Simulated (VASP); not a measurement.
Here is a VASP 6.6.1 calculation.

INCAR

```
SYSTEM = AlCu
PREC = Accurate ; ENCUT = 520
EDIFF = 1E-6 ; ISMEAR = -1
SIGMA = 0.1 ; LREAL = .FALSE.
LASPH = .TRUE. ; NELM = 80
ALGO = Normal ; ISIF = 2
LWAVE = .FALSE. ; LCHARG = .FALSE.
GGA = CA ; NBANDS = 14
```

KPOINTS

```
regular mesh
0
G
  9 9 9
  0 0 0
```

File POSCAR:

```
AlCu
1.0
    2.9601825127      0.0000000000      0.0000000000
    0.0000000000      2.9601825127      0.0000000000
    0.0000000000      0.0000000000      2.9601825127
Al Cu
1 1
Direct
    0.0000000000      0.0000000000      0.0000000000
    0.5000000000      0.5000000000      0.5000000000
```

Potentials or basis: VASP PAW LDA potentials, release 64 (Al, Cu).

Run with:

```console
$ cat potpaw_LDA.64/Al/POTCAR potpaw_LDA.64/Cu/POTCAR > POTCAR
$ mpirun -np 1 vasp_std > vasp.out
```

Question: Estimate the band gap on the k mesh.

Answer: Zero (band 7 reaches 13.21 eV, above the bottom of band 8 at 8.76 eV).

Question: Predict the pressure.

Answer: -3.5 GPa.
